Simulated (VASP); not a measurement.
Wanted: the native input for a VASP 6.6.1 run.

```
Task                   : relaxation of cell and atoms
Functional             : PBEsol
Potentials or basis    : VASP PAW PBE potentials, release 64 (Si, C)
Cutoff                 : 600 eV
k mesh                 : 8 × 8 × 8
Occupations            : fermi-dirac, width 0.03 eV
Spin                   : no spin polarisation
Dipole correction      : no
Further INCAR settings : ALGO = Normal; EDIFF = 1e-07; IBRION = 2; EDIFFG = -0.01; NSW = 100; ISIF = 3
```

The structure of SiC lies in POSCAR:

```
SiC
1.0
    0.0000000000      2.0917400253      2.0917400253
    2.0917400253      0.0000000000      2.0917400253
    2.0917400253      2.0917400253      0.0000000000
Si C
1 1
Direct
    0.0000000000      0.0000000000      0.0000000000
    0.2500000000      0.2500000000      0.2500000000
```

One way to write it, as run:

INCAR

```
SYSTEM = SiC
PREC = Accurate
ENCUT = 600
EDIFF = 1E-7
ISMEAR = -1
SIGMA = 0.03
LREAL = .False.
LASPH = .True.
NELM = 60
ALGO = Normal
ISIF = 3
LWAVE = .False.
LCHARG = .False.
GGA = PS
IBRION = 2
NSW = 100
EDIFFG = -0.01
```

KPOINTS

```
regular mesh
0
Gamma
  8 8 8
  0 0 0
```

Potentials or basis: VASP PAW PBE potentials, release 64 (Si, C).

Launch:

```bash
$ cat potpaw_PBE.64/Si/POTCAR potpaw_PBE.64/C/POTCAR > POTCAR
$ mpirun -np 1 vasp_std > vasp.out
```

Results of the run:

* Relaxed volume: 10.36 Å³/atom
* Relaxed cell: a = 3.083 Å, b = 3.083 Å, c = 3.083 Å, α = 60.00°, β = 60.00°, γ = 60.00°
* Space group after relaxing (to 0.05 Å): F-43m (No. 216)
* Energy gained by relaxing: 116.6 meV/atom
* Ionic steps: 4
* Pressure after relaxing: -0.1 GPa
* Band gap on the k mesh: 1.23 eV, indirect (least direct gap 4.44 eV)

Caveat: the PAW data sets were made with another functional, which shifts forces and pressure a little.

Run time: 27 s on 1 thread of Intel Xeon 8259CL (shared host), peak memory 0.13 GiB.
